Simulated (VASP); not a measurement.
Input of a VASP 6.6.1 run:

The input INCAR:

```
PREC = Accurate ; ENCUT = 600
EDIFF = 1E-6 ; ISMEAR = 0
SIGMA = 0.02 ; LREAL = False
LASPH = True ; NELM = 60
ALGO = Normal ; ISIF = 4
LWAVE = False ; LCHARG = False
GGA = PE ; IBRION = 2
NSW = 50 ; EDIFFG = -0.01
LUSENCCL = False
```

The input KPOINTS:

```
Automatic mesh
0
Gamma
  6 6 4
```

The input POSCAR:

```
SiO2
1.0
    4.9368314921      0.0000000000      0.0000000000
    0.0000000000      4.9368314921      0.0000000000
    0.0000000000      0.0000000000      6.8519875646
Si O
4 8
Direct
    0.3040506991      0.3040506991      0.0000000000
    0.1959493009      0.8040506991      0.2500000000
    0.6959493009      0.6959493009      0.5000000000
    0.8040506991      0.1959493009      0.7500000000
    0.2371879023      0.1139878816      0.1844135862
    0.3860121184      0.7371879023      0.4344135862
    0.7628120977      0.8860121184      0.6844135862
    0.6139878816      0.2628120977      0.9344135862
    0.7371879023      0.3860121184      0.5655864138
    0.8860121184      0.7628120977      0.3155864138
    0.2628120977      0.6139878816      0.0655864138
    0.1139878816      0.2371879023      0.8155864138
```

Potentials or basis: VASP PAW PBE potentials, release 64 (Si, O).

Launch:

```sh
$ cat potpaw_PBE.64/Si/POTCAR potpaw_PBE.64/O/POTCAR > POTCAR
$ mpirun -np 1 vasp_std > vasp.out
```

Q: Predict the band gap on the k mesh.

A: 5.65 eV.

Final structure:
```yaml
crystal:
  lattice:
    - [4.94933, 0.00000, 0.00000]
    - [0.00000, 4.94933, 0.00000]
    - [0.00000, 0.00000, 6.81743]
  atoms:
    - { symbol: Si, position: [0.30950, 0.30950, 0.00000] }
    - { symbol: Si, position: [0.19050, 0.80950, 0.25000] }
    - { symbol: Si, position: [0.69050, 0.69050, 0.50000] }
    - { symbol: Si, position: [0.80950, 0.19050, 0.75000] }
    - { symbol: O, position: [0.23483, 0.12384, 0.18919] }
    - { symbol: O, position: [0.37616, 0.73483, 0.43919] }
    - { symbol: O, position: [0.76517, 0.87616, 0.68919] }
    - { symbol: O, position: [0.62384, 0.26517, 0.93919] }
    - { symbol: O, position: [0.73483, 0.37616, 0.56081] }
    - { symbol: O, position: [0.87616, 0.76517, 0.31081] }
    - { symbol: O, position: [0.26517, 0.62384, 0.06081] }
    - { symbol: O, position: [0.12384, 0.23483, 0.81081] }
```

A k mesh can miss the band edges.
